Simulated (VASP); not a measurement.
Write the native input for VASP 6.6.1 that does the following.

```yaml
Task: single point
Functional: PBE
Potentials_or_basis: VASP PAW PBE potentials, release 64 (Lu)
Cutoff: 600 eV
k_mesh: 8 × 8 × 8
Occupations: gaussian, width 0.05 eV
Spin: no spin polarisation
Dipole_correction: no
Further_INCAR_settings: ALGO = Normal; EDIFF = 1e-06; NBANDS = 18
```

The structure of Lu lies in POSCAR:

```
Lu
1.0
    0.0000000000      2.4494196893      2.4494196893
    2.4494196893      0.0000000000      2.4494196893
    2.4494196893      2.4494196893      0.0000000000
Lu
1
Direct
    0.0000000000      0.0000000000      0.0000000000
```

This isn't the form of Lu at room conditions, which is hcp.

One way to write it, as run:

INCAR

```
SYSTEM = Lu
ALGO     = Normal         ! electronic algorithm
EDIFF    = 1E-6           ! SCF threshold, eV
ENCUT    = 600            ! plane-wave cutoff, eV
GGA      = PE             ! functional
GGA_COMPAT= .FALSE.      
ISIF     = 2              ! what is computed and relaxed
ISMEAR   = 0              ! smearing method
LASPH    = .TRUE.         ! aspherical terms in the spheres
LCHARG   = .FALSE.        ! write CHGCAR
LREAL    = .FALSE.        ! projectors in reciprocal space
LWAVE    = .FALSE.        ! write WAVECAR
NBANDS   = 18             ! bands
NELM     = 120            ! most SCF steps
PREC     = Accurate       ! precision mode
SIGMA    = 0.05           ! smearing width, eV
```

KPOINTS

```
k-points
0
G
  8 8 8
  0 0 0
```

Potentials or basis: VASP PAW PBE potentials, release 64 (Lu).

The run is started by

```sh
$ cat potpaw_PBE.64/Lu/POTCAR > POTCAR
$ mpirun -np 1 vasp_std > vasp.out
```

It gave:

* Pressure: -1.0 GPa
* Band gap on the k mesh: zero (an odd number of electrons rules out a gap without spin polarisation)

Caveat: spin-orbit coupling is left out, which moves the levels of the heavy elements.

Run time: 20 s on 1 thread of Intel(R) Xeon(R) Platinum 8259CL CPU @ 2.50GHz (Skylake/Cascade Lake), with other jobs on the host, peak memory 0.18 GiB.
